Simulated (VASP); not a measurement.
Input of a VASP 6.6.1 run:

Contents of INCAR:

```
PREC     = Accurate       # precision mode
ENCUT    = 500            # plane-wave cutoff, eV
EDIFF    = 1E-6           # SCF threshold, eV
ISMEAR   = -1             # smearing method
SIGMA    = 0.1            # smearing width, eV
LREAL    = False          # projectors in reciprocal space
LASPH    = True           # aspherical terms in the spheres
NELM     = 120            # most SCF steps
ALGO     = Normal         # electronic algorithm
ISIF     = 2              # what is computed and relaxed
LWAVE    = False          # write WAVECAR
LCHARG   = False          # write CHGCAR
GGA      = CA             # functional
NBANDS   = 10             # bands
GGA_COMPAT= False
```

KPOINTS

```
Automatic mesh
0
Gamma
  16 16 15
```

The input POSCAR:

```
Br
1.0
    2.7278588577      0.0000000000      0.0000000000
   -1.3639294288      2.3623950687      0.0000000000
    0.0000000000      0.0000000000      2.3538224050
Br
1
Direct
    0.0000000000      0.0000000000      0.0000000000
```

Potentials or basis: VASP PAW LDA potentials, release 64 (Br).

Run with:

```bash
$ cat potpaw_LDA.64/Br/POTCAR > POTCAR
$ mpirun -np 1 vasp_std > vasp.out
```

Estimate the pressure.

79.8 GPa.

Stress tensor (GPa, compression positive):
```
79.63  0.00  0.00
 0.00 79.63  0.00
 0.00  0.00 79.99
```

Caveat: an odd number of electrons without spin polarisation forces a metal; a magnetic or distorted state may lie lower.
